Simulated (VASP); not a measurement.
# CdS (Hawleyite) (F-43m) in VASP: notebook, part 2 of 2

VASP 6.6.1. The steps go on from the part before.

## (4) Vibrations by perturbation theory, PBEsol (volume scaled by 1.030)

File INCAR:

```
SYSTEM = CdS
PREC     = Accurate       ! precision mode
ENCUT    = 520            ! plane-wave cutoff, eV
EDIFF    = 1E-8           ! SCF threshold, eV
ISMEAR   = 0              ! smearing method
SIGMA    = 0.01           ! smearing width, eV
LREAL    = .False.        ! projectors in reciprocal space
LASPH    = .True.         ! aspherical terms in the spheres
NELM     = 80             ! most SCF steps
ALGO     = Normal         ! electronic algorithm
ISIF     = 2              ! what is computed and relaxed
LWAVE    = .False.        ! write WAVECAR
LCHARG   = .False.        ! write CHGCAR
GGA      = PS             ! functional
IBRION   = 8              ! ionic algorithm
NSW      = 1              ! ionic steps
```

File KPOINTS:

```
Automatic mesh
0
Gamma
  6 6 6
  0 0 0
```

File POSCAR:

```
CdS
1.0
    0.0000000000      2.9411174201      2.9411174201
    2.9411174201      0.0000000000      2.9411174201
    2.9411174201      2.9411174201      0.0000000000
Cd S
1 1
Direct
    0.0000000000      0.0000000000      0.0000000000
    0.7500000000      0.7500000000      0.7500000000
```

Potentials or basis: VASP PAW PBE potentials, release 64 (Cd, S).

Run with:

```
cat potpaw_PBE.64/Cd/POTCAR potpaw_PBE.64/S/POTCAR > POTCAR
mpirun -np 1 vasp_std > vasp.out
```

OUTCAR:

```text
SYSTEM = CdS
   PREC = Accurate
   ENCUT = 520
   EDIFF = 1E-8
   ISMEAR = 0
   LREAL = .False.
   LASPH = .True.
   NELM = 80
   ISIF = 2
   GGA = PS
   IBRION = 8
   NSW = 1

 ion  position               nearest neighbor table
   1  0.000  0.000  0.000-   2 2.55   2 2.55   2 2.55   2 2.55
   2  0.750  0.750  0.750-   1 2.55   1 2.55   1 2.55   1 2.55

  LATTYP: Found a face centered cubic cell.
 ALAT       =     5.8822348402

  Lattice vectors:

 A1 = (   0.0000000000,   2.9411174201,   2.9411174201)
 A2 = (   2.9411174201,   0.0000000000,   2.9411174201)
 A3 = (   2.9411174201,   2.9411174201,   0.0000000000)

Analysis of symmetry for initial positions (statically):
=====================================================================
 Subroutine PRICEL returns:
 Original cell was already a primitive cell.

 Routine SETGRP: Setting up the symmetry group for a
 face centered cubic supercell.

 Subroutine GETGRP returns: Found 24 space group operations
 (whereof 24 operations were pure point group operations)
 out of a pool of 48 trial point group operations.

The static configuration has the point symmetry T_d .

Analysis of symmetry for dynamics (positions and initial velocities):
=====================================================================
 Subroutine PRICEL returns:
 Original cell was already a primitive cell.

 Routine SETGRP: Setting up the symmetry group for a
 face centered cubic supercell.

 Subroutine GETGRP returns: Found 24 space group operations
 (whereof 24 operations were pure point group operations)
 out of a pool of 48 trial point group operations.

The dynamic configuration has the point symmetry T_d .

 Subroutine INISYM returns: Found 24 space group operations
 (whereof 24 operations are pure point group operations),
 and found     1 'primitive' translations

----------------------------------------------------------------------------------------

                                     Primitive cell

  volume of cell :      50.8823

  direct lattice vectors                    reciprocal lattice vectors
     0.000000000  2.941117420  2.941117420    -0.170003413  0.170003413  0.170003413
     2.941117420  0.000000000  2.941117420     0.170003413 -0.170003413  0.170003413
     2.941117420  2.941117420  0.000000000     0.170003413  0.170003413 -0.170003413

  length of vectors
     4.159368144  4.159368144  4.159368144     0.294454549  0.294454549  0.294454549

  position of ions in fractional coordinates (direct lattice)
     0.000000000  0.000000000  0.000000000
     0.750000000  0.750000000  0.750000000

  ion indices of the primitive-cell ions
   primitive index   ion index
                 1           1
                 2           2

[... 127 lines left out ...]
      7       1.0010      2.00000
      8       1.0010      2.00000
      9       1.0010      2.00000
     10       1.9552      0.00000
     11       7.4488      0.00000
     12       7.4488      0.00000
     13       7.4488      0.00000
[... 228 lines left out ...]
      2      -6.4218      2.00000
      3      -6.3825      2.00000
      4      -6.2595      2.00000
      5      -6.1456      2.00000
      6      -5.6302      2.00000
      7      -2.8598      2.00000
      8      -1.1176      2.00000
      9      -1.0672      2.00000
     10       5.6026      0.00000
     11       5.9566      0.00000
     12       9.0163      0.00000
     13       9.2231      0.00000

------------------------ aborting loop because EDIFF is reached ----------------------------------------

  FORCE on cell =-STRESS in cart. coord.  units (eV):
  Direction    XX          YY          ZZ          XY          YZ          ZX
  --------------------------------------------------------------------------------------
  -------------------------------------------------------------------------------------
  Total       -0.4262894     -0.4262894     -0.4262894      0.0000000      0.0000000      0.0000000
  in kB      -13.4229514    -13.4229514    -13.4229514      0.0000000      0.0000000      0.0000000
  external PRESSURE =     -13.4229514 kB  Pullay stress =       0.0000000 kB

 VOLUME and BASIS-vectors are now :
 -----------------------------------------------------------------------------
  energy-cutoff  :      520.00
  volume of cell :       50.88
      direct lattice vectors                 reciprocal lattice vectors
     0.000000000  2.941117420  2.941117420    -0.170003413  0.170003413  0.170003413
     2.941117420  0.000000000  2.941117420     0.170003413 -0.170003413  0.170003413
     2.941117420  2.941117420  0.000000000     0.170003413  0.170003413 -0.170003413

 POSITION                                       TOTAL-FORCE (eV/Angst)
 -----------------------------------------------------------------------------------
      0.00000      0.00000      0.00000        -0.000000     -0.000000     -0.000000
      4.41168      4.41168      4.41168         0.000000      0.000000      0.000000
 -----------------------------------------------------------------------------------
    total drift:                                0.000000      0.000000      0.000000

  FREE ENERGIE OF THE ION-ELECTRON SYSTEM (eV)
  ---------------------------------------------------
  free  energy   TOTEN  =        -6.8062450183 eV

  energy  without entropy=       -6.8062450183  energy(sigma->0) =       -6.80624502

[... ionic steps 2 to 3 ...]

--------------------------------------- Ionic step        4  -------------------------------------------

------------------------ aborting loop because EDIFF is reached ----------------------------------------

[... ionic steps 5 to 6 ...]

--------------------------------------- Ionic step        7  -------------------------------------------

 Free energy of the ion-electron system (eV)
  ---------------------------------------------------
  ---------------------------------------------------
  free energy    TOTEN  =        -0.10702265 eV

  energy without entropy =       -0.10702265

------------------------ aborting loop because EDIFF is reached ----------------------------------------

 INTERNAL STRAIN TENSOR  FOR ION    2  DIRECTION 1   (eV/Angst):
 -----------------------------------------------------------------------------
    -0.00816  0.00000  0.00000
     0.00000  0.00826  5.46480
     0.00000  5.46480  0.00826

 INTERNAL STRAIN TENSOR FOR ION    2 for displacements in x,y,z  (eV/Angst):
          X           Y           Z          XY          YZ          ZX
  --------------------------------------------------------------------------------
  x    -0.00000     0.00000     0.00000     0.00000     5.46480     0.00000
  y    -0.00000     0.00000    -0.00000     0.00000     0.00000     5.46480
  z     0.00000     0.00000    -0.00000     5.46480     0.00000     0.00000

 SECOND DERIVATIVES (NOT SYMMETRIZED)
 ------------------------------------
               1X          1Y          1Z          2X          2Y          2Z
  1X    -4.594500    0.000000    0.000000    4.594500    0.000000    0.000000
  1Y     0.000000   -4.594500    0.000000    0.000000    4.594500    0.000000
  1Z     0.000000    0.000000   -4.594500    0.000000    0.000000    4.594500
  2X     4.564549    0.000000    0.000000   -4.564549    0.000000    0.000000
  2Y     0.000000    4.564549    0.000000    0.000000   -4.564549    0.000000
  2Z     0.000000    0.000000    4.564549    0.000000    0.000000   -4.564549

 Eigenvectors and eigenvalues of the dynamical matrix
 ----------------------------------------------------

   1 f  =    6.691734 THz    42.045403 2PiTHz  223.212211 cm-1    27.674775 meV
             X         Y         Z           dx          dy          dz
      0.000000  0.000000  0.000000     0.000000    0.472311    0.000000
      4.411676  4.411676  4.411676     0.000000   -0.881432    0.000000
[... 21 lines left out ...]
   6 f/i=    0.009110 THz     0.057239 2PiTHz    0.303874 cm-1     0.037676 meV
             X         Y         Z           dx          dy          dz
      0.000000  0.000000  0.000000     0.000000    0.000000    0.881432
      4.411676  4.411676  4.411676     0.000000    0.000000    0.472311

--------------------------------------------------------------------------------------------------------

 ELASTIC MODULI CONTR FROM IONIC RELAXATION (kBar)
 Direction    XX          YY          ZZ          XY          YZ          ZX
 --------------------------------------------------------------------------------
 XX          -0.0000      0.0000      0.0000     -0.0000      0.0000      0.0000
 YY           0.0000     -0.0000      0.0000     -0.0000     -0.0000     -0.0000
 ZZ           0.0000      0.0000     -0.0000      0.0000     -0.0000      0.0000
 XY          -0.0000     -0.0000      0.0000   -209.3627      0.0000      0.0000
 YZ           0.0000     -0.0000     -0.0000      0.0000   -209.3627      0.0000
 ZX           0.0000     -0.0000      0.0000      0.0000      0.0000   -209.3627
 --------------------------------------------------------------------------------
```

Wall time 44 s (1 thread of Intel Xeon 6975P-C (Granite Rapids), shared host); peak memory 0.25 GiB.

What came out:

| Item | Value |
| --- | --- |
| Highest phonon frequency at Γ, LO-TO splitting left out | 223 cm⁻¹ |

Phonon frequencies in cm⁻¹ (negative: imaginary):
```csv
q point,frequencies
"(0.000, 0.000, 0.000)",0 0 0 223 223 223
```

Caveat: the cell wasn't relaxed at this level first, which shifts response properties; the PAW data sets were made with another functional, which shifts forces and pressure a little.
